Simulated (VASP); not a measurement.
## NiO2: single point with PBEsol

Crystal: NiO2.

```xyz
3
Lattice="2.7478 0.0000 0.0000 -1.3739 2.3797 0.0000 0.0000 0.0000 5.1044" Properties=species:S:1:pos:R:3 pbc="T T T"
Ni    0.0000    0.0000    2.5522
O     1.3739    0.7932    3.2534
O     0.0000    1.5865    1.8509
```

This cell differs from its parent crystal: c/a of the conventional cell at fixed volume 1.8576.

```
Program                : VASP 6.6.1
Task                   : single point
Functional             : PBEsol
Potentials or basis    : VASP PAW PBE potentials, release 64 (Ni, O)
Cutoff                 : 520 eV
k mesh                 : 12 × 12 × 6
Occupations            : gaussian, width 0.05 eV
Spin                   : no spin polarisation
Dipole correction      : no
Further INCAR settings : ALGO = Normal; EDIFF = 1e-06; NBANDS = 18
```

```json
{
  "Pressure": "50.7 GPa",
  "Largest force": "6.038 eV/Å",
  "Band gap on the k mesh": "0.96 eV, indirect (least direct gap 1.55 eV)"
}
```

Forces on the atoms (eV/Å):
```
Ni   0.000  0.000  0.000
O    0.000  0.000  6.038
O    0.000  0.000 -6.038
```

Stress tensor (GPa, compression positive):
```
55.81  0.00  0.00
 0.00 55.81  0.00
 0.00  0.00 40.34
```

Levels at points of the mesh, in eV from the valence-band top:
```csv
k point,band 7,band 8,band 9,band 10,band 11,band 12,band 13,band 14,band 15,band 16
"(0.00, 0.00, 0.00)",-3.05,-2.33,-1.99,-1.99,-0.11,2.70,2.70,6.66,11.38,14.18
"(0.50, 0.00, 0.00)",-4.52,-2.89,-2.68,-1.99,-1.21,1.38,2.74,11.89,12.12,13.95
"(0.00, 0.00, 0.50)",-3.05,-2.70,-1.99,-1.99,0.00,2.70,2.70,7.63,10.48,12.65
"(0.50, 0.00, 0.50)",-4.49,-2.89,-2.67,-1.86,-1.24,1.37,2.73,11.02,12.37,14.65
```

Run time: 36 s on 1 thread of Intel(R) Xeon(R) Platinum 8488C (Sapphire Rapids), with other jobs on the host, peak memory 0.18 GiB.

Caveat: the PAW data sets were made with another functional, which shifts forces and pressure a little. A k mesh can miss the band edges.
